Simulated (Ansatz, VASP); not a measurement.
# Ru: VASP beside Ansatz

```
Ru
1.0
     0.00000    2.63517    2.63517
     2.63517    0.00000    2.63517
     2.63517    2.63517    0.00000
Ru
2
Direct
  0.12500 0.12500 0.12500
  0.87500 0.87500 0.87500
```

Alike in both runs: task relaxation of cell and atoms; functional PBE; k mesh 10 × 10 × 10; occupations fermi-dirac, width 0.1 eV; no spin polarisation.

|  | VASP | Ansatz |
| --- | --- | --- |
| version | VASP 6.6.1 | Ansatz 0.2.0 |
| potentials or method | VASP PAW PBE potentials, release 64 (Ru_pv), cutoff 600 eV | plane waves (420 eV) with PAW, scalar-relativistic |
| valence electrons in the cell | 28 | 32 |

|  | VASP | Ansatz | Ansatz less VASP |
| --- | --- | --- | --- |
| relaxed volume (Å³/atom) | 20.32 | 20.30 | -0.020 |
| relaxed length of the cell vector where the two differ most in proportion (Å) | 3.859 | 3.858 | -0.0013 |

VASP's potentials hold 28 valence electrons a cell and Ansatz's 32, so a difference there can come from the potentials and not from the codes.
